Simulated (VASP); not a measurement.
Wanted: the native input for a VASP 6.6.1 run.

```yaml
Task: single point
Functional: r2SCAN
Potentials_or_basis: VASP PAW PBE potentials, release 64 (In_d, P)
Cutoff: 520 eV
k_mesh: 8 × 8 × 8
Occupations: fermi-dirac, width 0.02 eV
Spin: no spin polarisation
Dipole_correction: no
Further_INCAR_settings: ALGO = Normal; EDIFF = 1e-06; NBANDS = 16
```

Crystal: InP.

```
In P
1.0
     0.00000    2.95390    2.95390
     2.95390    0.00000    2.95390
     2.95390    2.95390    0.00000
In P
1 1
Direct
  0.00000 0.00000 0.00000
  0.25000 0.25000 0.25000
```

These files were run (other wordings do the same):

POSCAR

```
InP
1.0
    0.0000000000      2.9538987523      2.9538987523
    2.9538987523      0.0000000000      2.9538987523
    2.9538987523      2.9538987523      0.0000000000
In P
1 1
Direct
    0.0000000000      0.0000000000      0.0000000000
    0.2500000000      0.2500000000      0.2500000000
```

INCAR.step1

```
SYSTEM = InP
PREC     = Accurate       ! precision mode
ENCUT    = 520            ! plane-wave cutoff, eV
ISMEAR   = -1             ! smearing method
SIGMA    = 0.02           ! smearing width, eV
LREAL    = .FALSE.        ! projectors in reciprocal space
LASPH    = .TRUE.         ! aspherical terms in the spheres
NELM     = 60             ! most SCF steps
NBANDS   = 16             ! bands
GGA      = PE             ! functional
ALGO     = Normal         ! electronic algorithm
EDIFF    = 1E-4           ! SCF threshold, eV
LWAVE    = .TRUE.         ! write WAVECAR
LCHARG   = .FALSE.        ! write CHGCAR
```

INCAR.step2

```
SYSTEM = InP
PREC     = Accurate       ! precision mode
ENCUT    = 520            ! plane-wave cutoff, eV
EDIFF    = 1E-6           ! SCF threshold, eV
ISMEAR   = -1             ! smearing method
SIGMA    = 0.02           ! smearing width, eV
LREAL    = .FALSE.        ! projectors in reciprocal space
LASPH    = .TRUE.         ! aspherical terms in the spheres
NELM     = 60             ! most SCF steps
ALGO     = Normal         ! electronic algorithm
ISIF     = 2              ! what is computed and relaxed
LWAVE    = .FALSE.        ! write WAVECAR
LCHARG   = .FALSE.        ! write CHGCAR
METAGGA  = R2SCAN         ! meta-GGA
LMIXTAU  = .TRUE.       
NBANDS   = 16             ! bands
ISTART   = 1
```

KPOINTS

```
Automatic mesh
0
G
  8 8 8
  0 0 0
```

Potentials or basis: VASP PAW PBE potentials, release 64 (In_d, P).

Run with:

```console
$ cat potpaw_PBE.64/In_d/POTCAR potpaw_PBE.64/P/POTCAR > POTCAR
$ cp INCAR.step1 INCAR
$ mpirun -np 1 vasp_std > vasp.out
$ cp INCAR.step2 INCAR
$ mpirun -np 1 vasp_std > vasp.out
```

Results of the run:

```
Pressure               : -0.1 GPa
Band gap on the k mesh : 1.03 eV, direct
```

Caveat: the PAW data sets were made with another functional, which shifts forces and pressure a little; spin-orbit coupling is left out, which moves the levels of the heavy elements.

Run time: 40 s on 1 thread of Intel(R) Xeon(R) 6975P-C (Granite Rapids) (shared host), peak memory 0.18 GiB.
